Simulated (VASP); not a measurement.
# Al6H in VASP: further runs

Runs on Al6H. Level: PBE. Tasks: single point.

All numbers are computed with VASP 6.6.1; they aren't measurements. Logs are shortened: lines on timing, memory, paths and dates and some standing lists are left out, and cuts for length are marked.

## 1. The cell of the first run

The cell holds a slab with vacuum, 14 atoms: a = 5.714 Å, b = 5.714 Å, c = 22.602 Å, α = 90.00°, β = 90.00°, γ = 120.00°.

## 2. Single point, PBE

Input file INCAR:

```
SYSTEM = Al6H
PREC     = Accurate       ! precision mode
ENCUT    = 520            ! plane-wave cutoff, eV
EDIFF    = 1E-7           ! SCF threshold, eV
ISMEAR   = 0              ! smearing method
SIGMA    = 0.1            ! smearing width, eV
LREAL    = .FALSE.        ! projectors in reciprocal space
LASPH    = .TRUE.         ! aspherical terms in the spheres
NELM     = 100            ! most SCF steps
ALGO     = Normal         ! electronic algorithm
ISIF     = 2              ! what is computed and relaxed
LWAVE    = .FALSE.        ! write WAVECAR
LCHARG   = .TRUE.         ! write CHGCAR
LDIPOL   = .TRUE.       
IDIPOL   = 3            
DIPOL    = 0.5 0.5 0.298
GGA      = PE             ! functional
LELF     = .TRUE.         ! ELF
LVHAR    = .TRUE.       
LVACPOTAV= .TRUE.       
NBANDS   = 32             ! bands
```

Input file KPOINTS:

```
regular mesh
0
G
  6 6 1
  0 0 0
```

Input file POSCAR:

```
Al6H
1.0
    5.7143028096      0.0000000000      0.0000000000
   -2.8571514048      4.9487313980      0.0000000000
    0.0000000000      0.0000000000     22.6016424997
Al H
12 2
Direct
    0.3333333333      0.1666666667      0.1769782882
    0.3333333333      0.6666666667      0.1769782882
    0.8333333333      0.1666666667      0.1769782882
    0.8333333333      0.6666666667      0.1769782882
    0.1666666667      0.3333333333      0.2787817902
    0.1666666667      0.8333333333      0.2787817902
    0.6666666667      0.3333333333      0.2787817902
    0.6666666667      0.8333333333      0.2787817902
    0.0000000000      0.0000000000      0.3805759913
    0.0000000000      0.5000000000      0.3805759913
    0.5000000000      0.0000000000      0.3805759913
    0.5000000000      0.5000000000      0.3805759913
    0.2299961425      0.1666666667      0.4146443118
    0.4366705242      0.1666666667      0.4146443118
```

Potentials or basis: VASP PAW PBE potentials, release 64 (Al, H).

Run with:

```bash
cat potpaw_PBE.64/Al/POTCAR potpaw_PBE.64/H/POTCAR > POTCAR
mpirun -np 1 vasp_std > vasp.out
```

OUTCAR:

```text
SYSTEM = Al6H
   PREC = Accurate
   ENCUT = 520
   EDIFF = 1E-7
   ISMEAR = 0
   LREAL = .FALSE.
   LASPH = .TRUE.
   NELM = 100
   ISIF = 2
   GGA = PE

 ion  position               nearest neighbor table
   1  0.333  0.167  0.177-   5 2.83   6 2.83   7 2.83   4 2.86   2 2.86   2 2.86   4 2.86   3 2.86
                             3 2.86
   2  0.333  0.667  0.177-   6 2.83   5 2.83   8 2.83   3 2.86   1 2.86   1 2.86   3 2.86   4 2.86
                             4 2.86
   3  0.833  0.167  0.177-   7 2.83   8 2.83   5 2.83   4 2.86   2 2.86   4 2.86   2 2.86   1 2.86
                             1 2.86
   4  0.833  0.667  0.177-   8 2.83   7 2.83   6 2.83   3 2.86   1 2.86   3 2.86   1 2.86   2 2.86
                             2 2.86
   5  0.167  0.333  0.279-   9 2.83  12 2.83  10 2.83   1 2.83   2 2.83   3 2.83   8 2.86   6 2.86
                             6 2.86   8 2.86   7 2.86   7 2.86
   6  0.167  0.833  0.279-  10 2.83  11 2.83   9 2.83   2 2.83   1 2.83   4 2.83   7 2.86   5 2.86
                             5 2.86   7 2.86   8 2.86   8 2.86
   7  0.667  0.333  0.279-  11 2.83  10 2.83  12 2.83   3 2.83   4 2.83   1 2.83   8 2.86   6 2.86
                             8 2.86   6 2.86   5 2.86   5 2.86
   8  0.667  0.833  0.279-  12 2.83   9 2.83  11 2.83   4 2.83   3 2.83   2 2.83   7 2.86   5 2.86
                             7 2.86   5 2.86   6 2.86   6 2.86
   9  0.000  0.000  0.381-  13 1.41   5 2.83   8 2.83   6 2.83  12 2.86  10 2.86  10 2.86  12 2.86
                            11 2.86  11 2.86
  10  0.000  0.500  0.381-   6 2.83   7 2.83   5 2.83   9 2.86  11 2.86   9 2.86  11 2.86  12 2.86
                            12 2.86
  11  0.500  0.000  0.381-  14 1.41   7 2.83   6 2.83   8 2.83  12 2.86  10 2.86  12 2.86  10 2.86
                             9 2.86   9 2.86
  12  0.500  0.500  0.381-  14 1.91  13 1.91   8 2.83   5 2.83   7 2.83   9 2.86  11 2.86  11 2.86
                             9 2.86  10 2.86  10 2.86
  13  0.230  0.167  0.415-   9 1.41  12 1.91
  14  0.437  0.167  0.415-  11 1.41  12 1.91

  LATTYP: Found a hexagonal cell.
 ALAT       =     5.7143028096
 C/A-ratio  =     3.9552756045

  Lattice vectors:

 A1 = (   5.7143028096,   0.0000000000,   0.0000000000)
 A2 = (  -2.8571514048,   4.9487313980,   0.0000000000)
 A3 = (   0.0000000000,   0.0000000000,  22.6016424997)

Analysis of symmetry for initial positions (statically):
=====================================================================
 Subroutine PRICEL returns:
 Original cell was already a primitive cell.

 Routine SETGRP: Setting up the symmetry group for a
 hexagonal supercell.

 Subroutine GETGRP returns: Found  2 space group operations
 (whereof  1 operations were pure point group operations)
 out of a pool of 24 trial point group operations.

The static configuration has the point symmetry C_1 .
 The point group associated with its full space group is C_1h.

Analysis of symmetry for dynamics (positions and initial velocities):
=====================================================================
 Subroutine PRICEL returns:
 Original cell was already a primitive cell.

 Routine SETGRP: Setting up the symmetry group for a
 hexagonal supercell.

 Subroutine GETGRP returns: Found  2 space group operations
 (whereof  1 operations were pure point group operations)
 out of a pool of 24 trial point group operations.

The dynamic configuration has the point symmetry C_1 .
 The point group associated with its full space group is C_1h.

 Subroutine INISYM returns: Found  2 space group operations
 (whereof  1 operations are pure point group operations),
 and found     1 'primitive' translations

----------------------------------------------------------------------------------------

                                     Primitive cell

  volume of cell :     639.1417

  direct lattice vectors                    reciprocal lattice vectors
     5.714302810  0.000000000  0.000000000     0.174999476  0.101035995  0.000000000
    -2.857151405  4.948731398  0.000000000     0.000000000  0.202071990  0.000000000
     0.000000000  0.000000000 22.601642500     0.000000000  0.000000000  0.044244572

  length of vectors
     5.714302810  5.714302810 22.601642500     0.202071990  0.202071990  0.044244572

  position of ions in fractional coordinates (direct lattice)
     0.333333333  0.166666667  0.176978288
     0.333333333  0.666666667  0.176978288
[... 58 lines left out ...]
  0.000000  0.000000  0.000000      1.000000
  0.166667 -0.000000  0.000000      4.000000
  0.000000  0.166667  0.000000      2.000000
  0.333333 -0.000000  0.000000      4.000000
  0.000000  0.333333  0.000000      2.000000
  0.500000  0.000000  0.000000      2.000000
  0.000000  0.500000  0.000000      1.000000
  0.166667  0.166667  0.000000      4.000000
 -0.333333  0.166667  0.000000      2.000000
  0.333333  0.166667  0.000000      4.000000
 -0.166667  0.500000  0.000000      4.000000
  0.500000  0.333333  0.000000      4.000000
  0.333333  0.333333  0.000000      2.000000
   k-points           NKPTS =     13   k-points in BZ     NKDIM =     13   number of bands    NBANDS=     32
   number of dos      NEDOS =    301   number of ions     NIONS =     14
   total plane-waves  NPLWV = 296352
   dimension x,y,z NGX =    42 NGY =   42 NGZ =  168
   dimension x,y,z NGXF=    84 NGYF=   84 NGZF=  336
   ions per type =              12   2
   NGX,Y,Z   is equivalent  to a cutoff of  12.22, 12.22, 12.36 a.u.
   NGXF,Y,Z  is equivalent  to a cutoff of  24.44, 24.44, 24.71 a.u.
 SYSTEM =  Al6H
   PREC   = accura    normal or accurate (medium, high low for compatibility)
   ISTART =      0    job   : 0-new  1-cont  2-samecut
   ICHARG =      2    charge: 1-file 2-atom 10-const
   ISPIN  =      1    spin polarized calculation?
   LNONCOLLINEAR =      F non collinear calculations
   LSORBIT =      F    spin-orbit coupling
   LASPH  =      T    aspherical Exc in radial PAW
   ENCUT  =  520.0 eV  38.22 Ry    6.18 a.u.  10.62 10.62 42.02*2*pi/ulx,y,z
   NELM   =    100;   NELMIN=  2; NELMDL= -5     # of ELM steps
   EDIFF  = 0.1E-06   stopping-criterion for ELM
   LREAL  =      F    real-space projection
   EDIFFG = 0.1E-05   stopping-criterion for IOM
   NSW    =      0    number of steps for IOM
   IBRION =     -1    ionic relax: 0-MD 1-quasi-New 2-CG
   NFREE  =      0    steps in history (QN), initial steepest desc. (CG)
   ISIF   =      2    stress and relaxation
   ISYM   =      2    0-nonsym 1-usesym 2-fastsym
   POTIM  = 0.5000    time-step for ionic-motion
   TEBEG  =    0.0;   TEEND  =   0.0 temperature during run
   PSTRESS=    0.0 pullay stress
   NELECT =      38.0000    total number of electrons
   NUPDOWN=      -1.0000    fix difference up-down
   EMIN   =  10.00;   EMAX   =-10.00  energy-range for DOS
   EFERMI =   0.00;   METHOD = LEGACY
   ISMEAR =     0;   SIGMA  =   0.10  broadening in eV -4-tet -1-fermi 0-gaus
   EFERMI_NEDOS =   21; number of points for ismear=-14 and -15
   IALGO  =     38    algorithm
   IMIX   =      4    mixing-type and parameters
     AMIX     =   0.40;   BMIX     =  1.00
     AMIX_MAG =   1.60;   BMIX_MAG =  1.00
  volume/ion in A,a.u.               =      45.65       308.08
  Fermi-wavevector in a.u.,A,eV,Ry     =   0.638955  1.207450  5.554763  0.408264
  Thomas-Fermi vector in A             =   1.704469
   LORBIT       =      0    0 simple, 1 ext, 2 COOP (PROOUT), +10 PAW based schemes
   GGA     = PE    functional components
   LHFCALC =     F    Hartree Fock is set to
   AEXX    =    0.0000 exact exchange contribution
   IVDW    =     0    specifies the selected vdW correction
   LEPSILON=     F    determine dielectric tensor
   LRPA    =     F    only Hartree local field effects (RPA)
 non-spin polarized calculation
 Gauss-broadening in eV      SIGMA  =   0.10
  energy-cutoff  :      520.00
  volume of cell :      639.14
 maximum number of plane-waves:     17305
   NGX = 21   NGY = 21   NGZ = 85

 dipolmoment           0.000000      0.000000      0.020447 electrons x Angstroem

 number of electron      38.0000001 magnetization

 dipolmoment           0.000000      0.000000     -0.011946 electrons x Angstroem

 Free energy of the ion-electron system (eV)
  ---------------------------------------------------
  ext. energy  EPLUGINS =         0.00000000
  ---------------------------------------------------
  free energy    TOTEN  =       -46.16905274 eV

  energy without entropy =      -46.13509109  energy(sigma->0) =      -46.15207191

 E-fermi :  -0.0443     XC(G=0):  -3.9776

 val. band max:       -0.0545101809   @ k =   0.5000   0.0000   0.0000
 cond. band min:      -0.0172973448   @ k =  -0.1667   0.5000   0.0000
 fundamental gap:      0.0372128361
 Fermi energy:        -0.0442739430

 k-point     1 :       0.0000    0.0000    0.0000
  band No.  band energies     occupation
      1     -11.3177      2.00000
      2     -10.0925      2.00000
      3      -7.9777      2.00000
      4      -5.6417      2.00000
      5      -5.2931      2.00000
      6      -4.8480      2.00000
[... 431 lines left out ...]
     30       3.1850      0.00000
     31       3.4428      0.00000
 [bands above 31 left out]

------------------------ aborting loop because EDIFF is reached ----------------------------------------

  FORCE on cell =-STRESS in cart. coord.  units (eV):
  Direction    XX          YY          ZZ          XY          YZ          ZX
  --------------------------------------------------------------------------------------
  -------------------------------------------------------------------------------------
  Total        7.5666355      3.0046424      4.2247713      0.0000000      3.0607105      0.0000000
  in kB       18.9677695      7.5319293     10.5905047      0.0000000      7.6724788      0.0000000
  external PRESSURE =      12.3634012 kB  Pullay stress =       0.0000000 kB

 VOLUME and BASIS-vectors are now :
 -----------------------------------------------------------------------------
  energy-cutoff  :      520.00
  volume of cell :      639.14
      direct lattice vectors                 reciprocal lattice vectors
     5.714302810  0.000000000  0.000000000     0.174999476  0.101035995  0.000000000
    -2.857151405  4.948731398  0.000000000     0.000000000  0.202071990  0.000000000
     0.000000000  0.000000000 22.601642500     0.000000000  0.000000000  0.044244572

 POSITION                                       TOTAL-FORCE (eV/Angst)
 -----------------------------------------------------------------------------------
      1.42858      0.82479      4.00000        -0.000000     -0.017448     -0.000584
     -0.00000      3.29915      4.00000        -0.043638     -0.007207     -0.079686
      4.28573      0.82479      4.00000        -0.000000      0.028327     -0.035196
      2.85715      3.29915      4.00000         0.043638     -0.007207     -0.079686
      0.00000      1.64958      6.30093         0.054765      0.076395      0.106205
     -1.42858      4.12394      6.30093        -0.000000      0.046080      0.154325
      2.85715      1.64958      6.30093        -0.054765      0.076395      0.106205
      1.42858      4.12394      6.30093        -0.000000      0.018648     -0.028334
      0.00000      0.00000      8.60164        -3.557969     -2.834127     -2.560047
     -1.42858      2.47437      8.60164        -0.000000      0.229848     -0.142302
      2.85715      0.00000      8.60164         3.557969     -2.834127     -2.560047
      1.42858      2.47437      8.60164        -0.000000      0.619593     -0.260769
      0.83808      0.82479      9.37164         0.447585      2.302414      2.689958
      2.01908      0.82479      9.37164        -0.447585      2.302414      2.689958
 -----------------------------------------------------------------------------------
    total drift:                               -0.000001     -0.000066      0.000266

  FREE ENERGIE OF THE ION-ELECTRON SYSTEM (eV)
  ---------------------------------------------------
  free  energy   TOTEN  =       -46.1690527389 eV

  energy  without entropy=      -46.1350910872  energy(sigma->0) =      -46.15207191

 vacuum level on the upper side and lower side of the slab         3.716         3.792
```

Wall time 13 min (1 thread of Intel Xeon Platinum 8488C (Sapphire Rapids), shared host); peak memory 0.72 GiB.

Results:

```
Free energy            : -46.1691 eV
Largest force          : 5.220 eV/Å
Band gap on the k mesh : zero (bands 19 and 20 overlap by 0.58 eV)
```

Forces on the atoms (eV/Å):
```
Al   0.000 -0.017 -0.001
Al  -0.044 -0.007 -0.080
Al   0.000  0.028 -0.035
Al   0.044 -0.007 -0.080
Al   0.055  0.076  0.106
Al   0.000  0.046  0.154
Al  -0.055  0.076  0.106
Al   0.000  0.019 -0.028
Al  -3.558 -2.834 -2.560
Al   0.000  0.230 -0.142
Al   3.558 -2.834 -2.560
Al   0.000  0.620 -0.261
H    0.448  2.302  2.690
H   -0.448  2.302  2.690
```

## 3. Single point, PBE

Input file INCAR:

```
PREC = Accurate
ENCUT = 520
EDIFF = 1E-6
ISMEAR = 0
SIGMA = 0.1
LREAL = F
LASPH = T
NELM = 60
ALGO = Normal
ISIF = 2
LWAVE = F
LCHARG = F
LDIPOL = T
IDIPOL = 3
DIPOL = 0.5 0.5 0.300
GGA = PE
NBANDS = 32
```

Input file KPOINTS:

```
regular mesh
0
Gamma
  6 6 1
```

Changes to POSCAR since step 2:

```diff
@@ -20,3 +20,3 @@
     0.5000000000      0.5000000000      0.3805759913
-    0.2299961425      0.1666666667      0.4146443118
-    0.4366705242      0.1666666667      0.4146443118
+    0.2529210739      0.1666666667      0.4288025748
+    0.4137455928      0.1666666667      0.4288025748
```

Potentials or basis: VASP PAW PBE potentials, release 64 (Al, H).

Run with:

```bash
cat potpaw_PBE.64/Al/POTCAR potpaw_PBE.64/H/POTCAR > POTCAR
mpirun -np 1 vasp_std > vasp.out
```

Run time: 18 min. Hardware: 1 thread of Intel Xeon 8259CL, shared host; peak memory 0.71 GiB.

It converged, with:

| Property | Result |
| --- | --- |
| Free energy | -47.0885 eV |
| Largest force | 1.879 eV/Å |
| Band gap on the k mesh | zero (bands 19 and 20 overlap by 0.96 eV) |

Forces on the atoms (eV/Å):
```
Al   0.000 -0.025  0.038
Al  -0.093 -0.026 -0.145
Al   0.000  0.085 -0.131
Al   0.093 -0.026 -0.145
Al   0.054  0.057  0.134
Al   0.000  0.031  0.133
Al  -0.054  0.057  0.134
Al   0.000 -0.018  0.029
Al  -1.429 -0.866 -0.859
Al   0.000  0.115  0.011
Al   1.429 -0.866 -0.859
Al   0.000  0.758 -0.366
H   -1.141  0.362  1.013
H    1.141  0.362  1.013
```

Levels at points of the mesh, in eV from the Fermi level:
```csv
k point,band 15,band 16,band 17,band 18,band 19,band 20,band 21,band 22,band 23,band 24
"(0.00, 0.00, 0.00)",-2.94,-2.90,-1.87,-1.43,-0.69,-0.44,-0.39,-0.29,0.01,1.19
"(0.50, 0.00, 0.00)",-0.89,-0.65,-0.62,-0.37,0.11,0.24,0.78,0.87,1.24,1.37
"(0.00, 0.50, 0.00)",-0.88,-0.65,-0.54,-0.36,-0.03,0.11,0.79,0.83,1.28,1.38
```

(Continued in part 2 of 2.)
